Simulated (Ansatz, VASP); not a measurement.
**Bi: VASP beside Ansatz**

Contents of INCAR:

```
  PREC = Accurate
  ENCUT = 520
  EDIFF = 1E-6
  ISMEAR = 0
  SIGMA = 0.6
  LREAL = False
  LASPH = True
  NELM = 80
  ALGO = Normal
  ISIF = 2
  LWAVE = False
  LCHARG = False
  GGA = PE
  NBANDS = 22
```

The input KPOINTS:

```
Automatic mesh
0
Gamma
  8 8 8
```

File POSCAR:

```
Bi
1.0
    2.2924582305      1.3235513765      4.0467531177
   -2.2924582305      1.3235513765      4.0467531177
    0.0000000000     -2.6471027530      4.0467531177
Bi
2
Direct
    0.2337113826      0.2337113826      0.2337113826
    0.7662886174      0.7662886174      0.7662886174
```

Input for Ansatz:

```yaml
crystal:
  lattice:
    - [2.2924582305, 1.3235513765, 4.0467531177]
    - [-2.2924582305, 1.3235513765, 4.0467531177]
    - [0.0, -2.647102753, 4.0467531177]
  atoms:
    - { symbol: Bi, position: [0.2337113826, 0.2337113826, 0.2337113826] }
    - { symbol: Bi, position: [0.7662886174, 0.7662886174, 0.7662886174] }
hamiltonian:
  xc: pbe
  pseudopotentials:
    kind: paw
    azcp:
      Bi: "pseudopotentials/Bi.paw.azcp"
basis:
  ecutwfc: 420
  fft_grid_basis: typed
kpoints:
  mp_grid: { grid: [8, 8, 8], shift: [0, 0, 0] }
magnetization:
  spin_polarized: false
scf:
  occupations: { method: gaussian, width: 0.6 }
  lower_state_search: "off"
output:
  stress: true
  write_density: true
  write_potential: true
  elf: true
  volumetric_format: npy
```

Alike in both runs: task single point; functional PBE; k mesh 8 × 8 × 8; occupations gaussian, width 0.6 eV; no spin polarisation.

|  | VASP | Ansatz |
| --- | --- | --- |
| version | VASP 6.6.1 | Ansatz 0.2.0 |
| potentials or method | VASP PAW PBE potentials, release 64 (Bi_d), cutoff 520 eV | plane waves (420 eV) with PAW, scalar-relativistic |
| valence electrons in the cell | 30 | 30 |

|  | VASP | Ansatz | Ansatz less VASP |
| --- | --- | --- | --- |
| pressure (GPa) | 0.1 | 0.1 | +0.04 |

The functional is the same, so the differences come from potentials, cutoffs and numerics.

Spin-orbit coupling is off throughout.
